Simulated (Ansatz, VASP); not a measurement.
# BN in VASP and in Ansatz

```
CELL_PARAMETERS angstrom
0.00000 1.65755 1.65755
1.65755 0.00000 1.65755
1.65755 1.65755 0.00000
ATOMIC_POSITIONS crystal
B 0.00000 0.00000 0.00000
N 0.50000 0.50000 0.50000
```

Change from the starting cell: volume scaled by 0.88, PAW files.

Alike in both runs: task single point; functional LDA; k mesh 15 × 15 × 15; occupations fermi-dirac, width 0.05 eV; no spin polarisation.

```csv
,VASP,Ansatz
version,VASP 6.6.1,Ansatz 0.2.0
potentials or method,"VASP PAW LDA potentials, release 64 (B, N)","PAW with Ansatz's default frozen-core files, scalar-relativistic"
plane-wave cutoff (eV),520,420
valence electrons in the cell,8,8
```

|  | VASP | Ansatz | Ansatz less VASP |
| --- | --- | --- | --- |
| gap on the k mesh at the Fermi level (eV) | 2.67 | 2.69 | +0.017 |
| pressure (GPa) | 69.3 | 67.8 | -1.48 |

LDA's correlation is that of Perdew and Zunger in VASP and of Perdew and Wang (1992) in Ansatz. Both programs put the cell under a high pressure, so it lies far from rest at this level.

Noted on VASP's run: the cell as given lies far from equilibrium.
